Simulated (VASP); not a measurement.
# F2 in VASP: further runs

The runs below take F2 through single point, relaxation of the atoms, with PBEsol.

Program: VASP 6.6.1. These are calculated values, not measurements. Logs are shortened: lines on timing, memory, paths and dates and some standing lists are left out, and cuts for length are marked.

### 1 The cell of the first run

The cell holds a molecule in a box, 2 atoms: a = 9.000 Å, b = 9.500 Å, c = 10.000 Å, α = 90.00°, β = 90.00°, γ = 90.00°.

### 2 Single point, PBEsol

INCAR

```
SYSTEM = F
PREC = Accurate
ENCUT = 520
EDIFF = 1E-6
ISMEAR = 0
SIGMA = 0.02
LREAL = .FALSE.
LASPH = .TRUE.
NELM = 60
ALGO = Normal
ISIF = 2
LWAVE = .FALSE.
LCHARG = .FALSE.
GGA = PS
NBANDS = 14
```

KPOINTS

```
Automatic mesh
0
G
  1 1 1
  0 0 0
```

POSCAR

```
F
1.0
    9.0000000000      0.0000000000      0.0000000000
    0.0000000000      9.5000000000      0.0000000000
    0.0000000000      0.0000000000     10.0000000000
F
2
Direct
    0.5000000000      0.5000000000      0.4301058102
    0.5000000000      0.5000000000      0.5698941898
```

Potentials or basis: VASP PAW PBE potentials, release 64 (F).

The run is started by

```
$ cat potpaw_PBE.64/F/POTCAR > POTCAR
$ mpirun -np 1 vasp_gam > vasp.out
```

OUTCAR:

```text
SYSTEM = F
   PREC = Accurate
   ENCUT = 520
   EDIFF = 1E-6
   ISMEAR = 0
   LREAL = .FALSE.
   LASPH = .TRUE.
   NELM = 60
   ISIF = 2
   GGA = PS

 ion  position               nearest neighbor table
   1  0.500  0.500  0.430-   2 1.40
   2  0.500  0.500  0.570-   1 1.40

  LATTYP: Found a simple orthorhombic cell.
 ALAT       =     9.0000000000
 B/A-ratio  =     1.0555555556
 C/A-ratio  =     1.1111111111

  Lattice vectors:

 A1 = (   9.0000000000,   0.0000000000,   0.0000000000)
 A2 = (   0.0000000000,   9.5000000000,   0.0000000000)
 A3 = (   0.0000000000,   0.0000000000,  10.0000000000)

Analysis of symmetry for initial positions (statically):
=====================================================================
 Subroutine PRICEL returns:
 Original cell was already a primitive cell.

 Routine SETGRP: Setting up the symmetry group for a
 simple orthorhombic supercell.

 Subroutine GETGRP returns: Found  8 space group operations
 (whereof  8 operations were pure point group operations)
 out of a pool of  8 trial point group operations.

The static configuration has the point symmetry D_2h.

Analysis of symmetry for dynamics (positions and initial velocities):
=====================================================================
 Subroutine PRICEL returns:
 Original cell was already a primitive cell.

 Routine SETGRP: Setting up the symmetry group for a
 simple orthorhombic supercell.

 Subroutine GETGRP returns: Found  8 space group operations
 (whereof  8 operations were pure point group operations)
 out of a pool of  8 trial point group operations.

The dynamic configuration has the point symmetry D_2h.

 Subroutine INISYM returns: Found  8 space group operations
 (whereof  8 operations are pure point group operations),
 and found     1 'primitive' translations

----------------------------------------------------------------------------------------

                                     Primitive cell

  volume of cell :     855.0000

  direct lattice vectors                    reciprocal lattice vectors
     9.000000000  0.000000000  0.000000000     0.111111111  0.000000000  0.000000000
     0.000000000  9.500000000  0.000000000     0.000000000  0.105263158  0.000000000
[... 59 lines left out ...]
   ENCUT  =  520.0 eV  38.22 Ry    6.18 a.u.  16.73 17.66 18.59*2*pi/ulx,y,z
   NELM   =     60;   NELMIN=  2; NELMDL= -5     # of ELM steps
   EDIFF  = 0.1E-05   stopping-criterion for ELM
   LREAL  =      F    real-space projection
   EDIFFG = 0.1E-04   stopping-criterion for IOM
   NSW    =      0    number of steps for IOM
   IBRION =     -1    ionic relax: 0-MD 1-quasi-New 2-CG
   NFREE  =      0    steps in history (QN), initial steepest desc. (CG)
   ISIF   =      2    stress and relaxation
   ISYM   =      2    0-nonsym 1-usesym 2-fastsym
   POTIM  = 0.5000    time-step for ionic-motion
   TEBEG  =    0.0;   TEEND  =   0.0 temperature during run
   PSTRESS=    0.0 pullay stress
   NELECT =      14.0000    total number of electrons
   NUPDOWN=      -1.0000    fix difference up-down
   EMIN   =  10.00;   EMAX   =-10.00  energy-range for DOS
   EFERMI =   0.00;   METHOD = LEGACY
   ISMEAR =     0;   SIGMA  =   0.02  broadening in eV -4-tet -1-fermi 0-gaus
   EFERMI_NEDOS =   21; number of points for ismear=-14 and -15
   IALGO  =     38    algorithm
   IMIX   =      4    mixing-type and parameters
     AMIX     =   0.40;   BMIX     =  1.00
     AMIX_MAG =   1.60;   BMIX_MAG =  1.00
  volume/ion in A,a.u.               =     427.50      2884.91
  Fermi-wavevector in a.u.,A,eV,Ry     =   0.415715  0.785587  2.351342  0.172819
  Thomas-Fermi vector in A             =   1.374838
   LORBIT       =      0    0 simple, 1 ext, 2 COOP (PROOUT), +10 PAW based schemes
   GGA     = PS    functional components
   LHFCALC =     F    Hartree Fock is set to
   AEXX    =    0.0000 exact exchange contribution
   IVDW    =     0    specifies the selected vdW correction
   LEPSILON=     F    determine dielectric tensor
   LRPA    =     F    only Hartree local field effects (RPA)
 non-spin polarized calculation
 Gauss-broadening in eV      SIGMA  =   0.02
  energy-cutoff  :      520.00
  volume of cell :      855.00
 maximum number of plane-waves:     11510
 NGX is ok and might be reduce to    70
   NGX = 33   NGY = 35   NGZ = 37

 number of electron      13.9999997 magnetization

 Free energy of the ion-electron system (eV)
  ---------------------------------------------------
  ext. energy  EPLUGINS =         0.00000000
  ---------------------------------------------------
  free energy    TOTEN  =        -3.86410010 eV

  energy without entropy =       -3.86410010  energy(sigma->0) =       -3.86410010

 E-fermi :  -9.0244     XC(G=0):  -0.6017

 val. band max:       -9.1743119704   @ k =   0.0000   0.0000   0.0000
 cond. band min:      -5.5139854055   @ k =   0.0000   0.0000   0.0000
 fundamental gap:      3.6603265649
 Fermi energy:        -9.0244253654

 k-point     1 :       0.0000    0.0000    0.0000
  band No.  band energies     occupation
      1     -34.0195      2.00000
      2     -27.2957      2.00000
      3     -15.3502      2.00000
      4     -12.7337      2.00000
      5     -12.7337      2.00000
      6      -9.1743      2.00000
      7      -9.1743      2.00000
      8      -5.5140      0.00000
      9      -0.2632      0.00000
     10       1.2301      0.00000
     11       1.2856      0.00000
     12       1.3872      0.00000
     13       1.5389      0.00000
     14       1.5565      0.00000

------------------------ aborting loop because EDIFF is reached ----------------------------------------

  FORCE on cell =-STRESS in cart. coord.  units (eV):
  Direction    XX          YY          ZZ          XY          YZ          ZX
  --------------------------------------------------------------------------------------
  -------------------------------------------------------------------------------------
  Total       -0.1222797     -0.1207563      0.5264923      0.0000000      0.0000000      0.0000000
  in kB       -0.2291390     -0.2262843      0.9865895      0.0000000      0.0000000      0.0000000
  external PRESSURE =       0.1770554 kB  Pullay stress =       0.0000000 kB

 VOLUME and BASIS-vectors are now :
 -----------------------------------------------------------------------------
  energy-cutoff  :      520.00
  volume of cell :      855.00
      direct lattice vectors                 reciprocal lattice vectors
     9.000000000  0.000000000  0.000000000     0.111111111  0.000000000  0.000000000
     0.000000000  9.500000000  0.000000000     0.000000000  0.105263158  0.000000000
     0.000000000  0.000000000 10.000000000     0.000000000  0.000000000  0.100000000

 POSITION                                       TOTAL-FORCE (eV/Angst)
 -----------------------------------------------------------------------------------
      4.50000      4.75000      4.30106         0.000000      0.000000     -0.448042
      4.50000      4.75000      5.69894         0.000000      0.000000      0.448042
 -----------------------------------------------------------------------------------
    total drift:                                0.000000      0.000000      0.000000

  FREE ENERGIE OF THE ION-ELECTRON SYSTEM (eV)
  ---------------------------------------------------
  free  energy   TOTEN  =        -3.8641000954 eV

  energy  without entropy=       -3.8641000954  energy(sigma->0) =       -3.86410010
```

OSZICAR:

```text
N       E                     dE             d eps       ncg     rms          rms(c)
DAV:   1     0.172999076400E+03    0.17300E+03   -0.37323E+03    36   0.579E+02
DAV:   2     0.292427243492E+02   -0.14376E+03   -0.14031E+03    50   0.112E+02
DAV:   3    -0.371857525496E+01   -0.32961E+02   -0.32769E+02    40   0.922E+01
[... 11 lines left out ...]
DAV:  15    -0.386408696417E+01   -0.42740E-04   -0.17592E-06    28   0.793E-03    0.130E-03
DAV:  16    -0.386409489443E+01   -0.79303E-05   -0.20223E-07    36   0.265E-03    0.410E-04
DAV:  17    -0.386409849961E+01   -0.36052E-05   -0.40063E-08    40   0.106E-03    0.182E-04
DAV:  18    -0.386409993456E+01   -0.14350E-05   -0.23016E-08    26   0.929E-04    0.112E-04
DAV:  19    -0.386410009536E+01   -0.16079E-06   -0.43998E-09    26   0.388E-04
   1 F= -.38641001E+01 E0= -.38641001E+01  d E =-.909816E-26
```

stdout:

```text
POSCAR found type information on POSCAR F
 POSCAR found :  1 types and       2 ions
 scaLAPACK will be used
 -----------------------------------------------------------------------------
|                                                                             |
|                                                                             |
|     You enforced a specific xc type in the INCAR file but a different       |
|     I HOPE YOU KNOW WHAT YOU ARE DOING!                                     |
|                                                                             |
 -----------------------------------------------------------------------------

 LDA part: xc-table for (Slater+PW92), standard interpolation
 POSCAR, INCAR and KPOINTS ok, starting setup
 FFT: planning ... GRIDC
 FFT: planning ... GRID_SOFT
 FFT: planning ... GRID
 WAVECAR not read
 entering main loop
```

Run time: 47 s. Hardware: 1 thread of Intel Xeon Platinum 8375C at 2.90GHz (Ice Lake), shared host; peak memory 0.75 GiB.

Results:

```yaml
Free_energy: -3.8641 eV
Largest_force: 0.448 eV/Å
Gap_between_the_frontier_levels: 3.66 eV
```

Forces in eV/Å, atoms in the order of the input:
```
F    0.000  0.000 -0.448
F    0.000  0.000  0.448
```

Caveat: the PAW data sets were made with another functional, which shifts forces and pressure a little.

### 3 Relaxation of the atoms, PBEsol

INCAR

```
ALGO = Normal
EDIFF = 1E-6
EDIFFG = -0.03
ENCUT = 520
GGA = PS
IBRION = 2
ISIF = 2
ISMEAR = 0
LASPH = True
LCHARG = False
LREAL = False
LWAVE = False
NELM = 80
NSW = 60
PREC = Accurate
SIGMA = 0.02
```

KPOINTS

```
k-points
0
Gamma
  1 1 1
```

POSCAR

```
F
1.0
    9.0000000000      0.0000000000      0.0000000000
    0.0000000000      9.5000000000      0.0000000000
    0.0000000000      0.0000000000     10.0000000000
F
2
Direct
    0.5000000000      0.5000000000      0.4290000000
    0.5000000000      0.5000000000      0.5710000000
```

Potentials or basis: VASP PAW PBE potentials, release 64 (F).

The run is started by

```
$ cat potpaw_PBE.64/F/POTCAR > POTCAR
$ mpirun -np 1 vasp_gam > vasp.out
```

Run time: 94 s. Hardware: 1 thread of Intel Xeon Platinum 8375C at 2.90GHz (Ice Lake), shared host; peak memory 0.78 GiB.

The run converged. Its results:

* Free energy: -3.8667 eV
* Energy gained by relaxing: 1.0 meV/atom
* Ionic steps: 3
* Gap between the frontier levels: 3.51 eV

The path:
```tsv
step	energy change (eV)	largest force (eV/Å)	pressure (GPa)
1	0.0000	0.3809	-0.05
2	0.0115	1.0617	0.07
3	-0.0020	0.0004	-0.02
```

Final structure:
```
F
1.0
     9.00000    0.00000    0.00000
     0.00000    9.50000    0.00000
     0.00000    0.00000   10.00000
F
2
Direct
  0.50000 0.50000 0.42953
  0.50000 0.50000 0.57047
```

Levels at points of the mesh, in eV from the valence-band top:
```csv
k point,band 5,band 6,band 7,band 8,band 9,band 10
"(0.00, 0.00, 0.00)",-3.45,0.00,0.00,3.51,8.96,10.45
```

Caveat: the PAW data sets were made with another functional, which shifts forces and pressure a little.

### 4 Single point, PBEsol

INCAR

```
SYSTEM = F
PREC = Accurate
ENCUT = 910
EDIFF = 1E-6
ISMEAR = 0
SIGMA = 0.02
LREAL = .FALSE.
LASPH = .TRUE.
NELM = 120
ALGO = Normal
ISIF = 2
LWAVE = .FALSE.
LCHARG = .FALSE.
GGA = PS
NBANDS = 14
GGA_COMPAT = .FALSE.
NELMDL = -8
```

KPOINTS

```
Automatic mesh
0
G
  1 1 1
  0 0 0
```

POSCAR

```
F
1.0
    9.0000000000      0.0000000000      0.0000000000
    0.0000000000      9.5000000000      0.0000000000
    0.0000000000      0.0000000000     10.0000000000
F
2
Direct
    0.5000000000      0.5000000000      0.4301058102
    0.5000000000      0.5000000000      0.5698941898
```

Potentials or basis: VASP PAW PBE potentials, release 64 (F_h).

The run is started by

```
$ cat potpaw_PBE.64/F_h/POTCAR > POTCAR
$ mpirun -np 1 vasp_gam > vasp.out
```

It took 87 s on 1 thread of Intel Xeon Platinum 8375C at 2.90GHz (Ice Lake), shared host; peak memory 1.2 GiB.

It converged, with:

* Free energy: -3.9518 eV
* Largest force: 0.041 eV/Å
* Gap between the frontier levels: 3.74 eV

Forces in eV/Å, atoms in the order of the input:
```
F    0.000  0.000 -0.041
F    0.000  0.000  0.041
```

Levels at points of the mesh, in eV from the valence-band top:
```tsv
k point	band 3	band 4	band 5	band 6	band 7	band 8	band 9	band 10	band 11	band 12
(0.00, 0.00, 0.00)	-6.19	-3.56	-3.56	0.00	0.00	3.74	8.90	10.40	10.45	10.56
```

Caveat: the cutoff is under 1.25 times the usual one of these potentials, so pressure, stress and relaxed cells hold a basis-set (Pulay) error; the PAW data sets were made with another functional, which shifts forces and pressure a little.

### 5 Overview

| task | potentials or basis | cell | cutoff (eV) | second run | gap on the mesh (eV) | largest force (eV/Å) |
| --- | --- | --- | --- | --- | --- | --- |
| single point | VASP PAW PBE potentials, release 64 (F) | as given | 520 | - | 3.66 | 0.45 |
| relaxation of the atoms | VASP PAW PBE potentials, release 64 (F) | atoms relaxed | 520 | - | 3.51 | - |
| single point | VASP PAW PBE potentials, release 64 (F_h) | as given | 910 | hard_potentials | 3.74 | 0.04 |

Alike in all rows: level PBEsol; no spin polarisation; k mesh 1 × 1 × 1; smearing gaussian 0.02 eV.

Caveats: the PAW data sets were made with another functional, which shifts forces and pressure a little; the cutoff is under 1.25 times the usual one of these potentials, so pressure, stress and relaxed cells hold a basis-set (Pulay) error (some runs).

Absolute energies hang on the potentials; compare differences alone.
